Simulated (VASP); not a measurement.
## Si: single point with PBE

Si:

```xyz
3
Lattice="4.4744 0.0000 0.0000 -2.2372 3.8749 0.0000 0.0000 0.0000 2.5622" Properties=species:S:1:pos:R:3 pbc="T T T"
Si    4.4744    0.0000    0.0000
Si    0.0000    2.5833    1.2811
Si    2.2372    1.2916    1.2811
```

This isn't the form of Si at room conditions, which is diamond.

| Property | Result |
| --- | --- |
| Program | VASP 6.6.1 |
| Task | single point |
| Functional | PBE |
| Potentials or basis | VASP PAW PBE potentials, release 64 (Si) |
| Cutoff | 520 eV |
| k mesh | 11 × 11 × 16 |
| Occupations | fermi-dirac, width 0.1 eV |
| Spin | no spin polarisation |

- Pressure: 0.0 GPa
- Band gap on the k mesh: zero (bands 6 and 7 overlap by 6.89 eV)

Stress tensor (GPa, compression positive):
```
 0.16  0.00  0.00
 0.00  0.16  0.00
 0.00  0.00 -0.33
```

Levels at points of the mesh, in eV from the Fermi level:
```csv
k point,band 4,band 5,band 6,band 7,band 8,band 9
"(0.00, 0.00, 0.00)",-4.38,-4.38,-4.30,-4.30,6.17,7.58
"(0.00, 0.00, 0.50)",-0.71,-0.57,-0.57,0.17,0.89,0.89
```

Wall time 25 s on 1 thread of Intel(R) Xeon(R) Platinum 8559C (Emerald Rapids), with other jobs on the host, peak memory 0.19 GiB.
